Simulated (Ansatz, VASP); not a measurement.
## Mg7Se: VASP beside Ansatz

```
CELL_PARAMETERS angstrom
-3.55611 3.55611 3.55611
3.55611 -3.55611 3.55611
3.55611 3.55611 -3.55611
ATOMIC_POSITIONS crystal
Mg 0.00000 0.50000 0.50000
Mg 0.50000 0.50000 0.50000
Mg 0.50000 0.00000 0.50000
Mg 0.00000 0.50000 0.00000
Mg 0.50000 0.50000 0.00000
Mg 0.50000 0.00000 0.00000
Mg 0.00000 0.00000 0.50000
Se 0.00000 0.00000 0.00000
```

Alike in both runs: functional PBE; k mesh 4 × 4 × 4; occupations gaussian, width 0.2 eV; no spin polarisation.

Ansatz relaxed the structure, and its values are those at the end. VASP's run is a single point on that final structure, the one shown.

|  | VASP | Ansatz |
| --- | --- | --- |
| version | VASP 6.6.1 | Ansatz 0.2.0 |
| potentials or method | VASP PAW PBE potentials, release 64 (Mg, Se), cutoff 520 eV | scalar-relativistic, plane waves, PAW |
| valence electrons in the cell | 20 | 86 |

```tsv
	VASP	Ansatz	Ansatz less VASP
gap on the k mesh at the Fermi level (eV)	none	none	-
pressure (GPa)	0.1	0.2	+0.12
```

A gap of «none» marks a metal or a gap that the smearing closes. VASP's potentials hold 20 valence electrons a cell and Ansatz's 86, so a difference there can come from the potentials and not from the codes.
